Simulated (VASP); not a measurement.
SnO2: single point with LDA

SnO2:

```
CELL_PARAMETERS angstrom
5.06792 0.00000 0.00000
0.00000 5.06792 0.00000
0.00000 0.00000 5.06792
ATOMIC_POSITIONS crystal
Sn 0.00000 0.50000 0.50000
Sn 0.50000 0.50000 0.00000
Sn 0.50000 0.00000 0.50000
Sn 0.00000 0.00000 0.00000
O 0.33964 0.16036 0.83964
O 0.16036 0.83964 0.33964
O 0.83964 0.33964 0.16036
O 0.66036 0.66036 0.66036
O 0.33964 0.33964 0.33964
O 0.16036 0.66036 0.83964
O 0.83964 0.16036 0.66036
O 0.66036 0.83964 0.16036
```

```
Program                : VASP 6.6.1
Task                   : single point
Functional             : LDA
Potentials or basis    : VASP PAW LDA potentials, release 64 (Sn_d, O_h)
Cutoff                 : 910 eV
k mesh                 : 6 × 6 × 6
Occupations            : gaussian, width 0.02 eV
Spin                   : no spin polarisation
Dipole correction      : no
Further INCAR settings : ALGO = Normal; EDIFF = 1e-06; NBANDS = 64
```

The pressure is 0.7 GPa. The largest force is 0.005 eV/Å and the band gap on the k mesh is 1.13 eV (least direct gap 1.23 eV).

Forces in eV/Å, atoms in the order of the input:
```
Sn   0.000  0.000  0.000
Sn   0.000  0.000  0.000
Sn   0.000  0.000  0.000
Sn   0.000  0.000  0.000
O    0.003 -0.003  0.003
O   -0.003  0.003  0.003
O    0.003  0.003 -0.003
O   -0.003 -0.003 -0.003
O    0.003  0.003  0.003
O   -0.003 -0.003  0.003
O    0.003 -0.003 -0.003
O   -0.003  0.003 -0.003
```

Levels at points of the mesh, in eV from the valence-band top:
```csv
k point,band 49,band 50,band 51,band 52,band 53,band 54,band 55,band 56
"(0.00, 0.00, 0.00)",-0.30,-0.09,-0.09,-0.09,1.13,6.25,6.25,6.25
"(0.50, 0.00, 0.00)",-0.50,-0.50,-0.02,-0.02,4.16,4.16,5.25,5.25
"(0.50, 0.50, 0.00)",-0.34,-0.34,-0.34,-0.34,4.99,4.99,4.99,4.99
"(0.50, 0.50, 0.50)",-0.67,-0.67,-0.67,-0.67,5.50,5.50,5.50,5.50
```

It took 9.4 min on 1 thread of Intel(R) Xeon(R) Platinum 8259CL CPU @ 2.50GHz (Skylake/Cascade Lake), on a shared host, peak memory 0.49 GiB.

Caveat: the cutoff is under 1.25 times the usual one of these potentials, so pressure, stress and relaxed cells hold a basis-set (Pulay) error; spin-orbit coupling is left out, which moves the levels of the heavy elements. A k mesh can miss the band edges.
